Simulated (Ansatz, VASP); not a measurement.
**Two plane-wave programs on Sn**

```
CELL_PARAMETERS angstrom
0.00000 3.74677 2.43540
3.74677 0.00000 2.43540
3.74677 3.74677 0.00000
ATOMIC_POSITIONS crystal
Sn 0.50000 0.50000 0.50000
Sn 0.75000 0.75000 0.75000
```

Alike in both runs: task single point; functional r2SCAN; k mesh 14 × 14 × 14; occupations gaussian, width 0.15 eV; no spin polarisation.

```csv
,VASP,Ansatz
version,VASP 6.6.1,Ansatz 0.2.0
potentials or method,"VASP PAW PBE potentials, release 64 (Sn_d), cutoff 520 eV","scalar-relativistic, plane waves, PAW"
valence electrons in the cell,28,28
```

```csv
,VASP,Ansatz,Ansatz less VASP
gap on the k mesh at the Fermi level (eV),none,none,-
pressure (GPa),-1.2,-1.1,+0.03
"traceless stress, the component that is largest in VASP (GPa)",2.65,2.66,+0.018
```

VASP's potentials were made for PBE, not for r2SCAN. A gap of «none» marks a metal or a gap that the smearing closes. With one functional, cell and mesh, what is left measures potentials, basis and numerics.
